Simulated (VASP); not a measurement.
Wanted: the native input for a VASP 6.6.1 run.

- Task: single point
- Functional: PBE
- Potentials or basis: VASP PAW PBE potentials, release 64 (Na_pv, K_sv, F)
- Cutoff: 520 eV
- k mesh: 8 × 8 × 8
- Occupations: gaussian, width 0.01 eV
- Spin: no spin polarisation
- Dipole correction: no
- Further INCAR settings: ALGO = Normal; EDIFF = 1e-07; NBANDS = 23

The structure of KNaF2 lies in POSCAR:

```
KNaF2
1.0
    1.8181519325      1.0497105077      6.0208459009
   -1.8181519325      1.0497105077      6.0208459009
    0.0000000000     -2.0994210153      6.0208459009
Na K F
1 1 2
Direct
    1.0000000000      0.0000000000      0.0000000000
    0.5000000000      0.5000000000      0.5000000000
    0.2600112607      0.2600112607      0.2600112607
    0.7399887393      0.7399887393      0.7399887393
```

This cell differs from its parent crystal: volume changed by +6%.

The input as run:

INCAR

```
PREC = Accurate
ENCUT = 520
EDIFF = 1E-7
ISMEAR = 0
SIGMA = 0.01
LREAL = F
LASPH = T
NELM = 60
ALGO = Normal
ISIF = 2
LWAVE = F
LCHARG = F
GGA = PE
NBANDS = 23
```

KPOINTS

```
Automatic mesh
0
Gamma
  8 8 8
```

Potentials or basis: VASP PAW PBE potentials, release 64 (Na_pv, K_sv, F).

Command:

```console
$ cat potpaw_PBE.64/Na_pv/POTCAR potpaw_PBE.64/K_sv/POTCAR potpaw_PBE.64/F/POTCAR > POTCAR
$ mpirun -np 1 vasp_std > vasp.out
```

Results of the run:

```
Pressure               : -1.9 GPa
Largest force          : 0.040 eV/Å
Band gap on the k mesh : 5.64 eV, direct
```

Run time: 2.9 min on 1 thread of Intel(R) Xeon(R) Platinum 8559C (Emerald Rapids), on a shared host, peak memory 0.37 GiB.
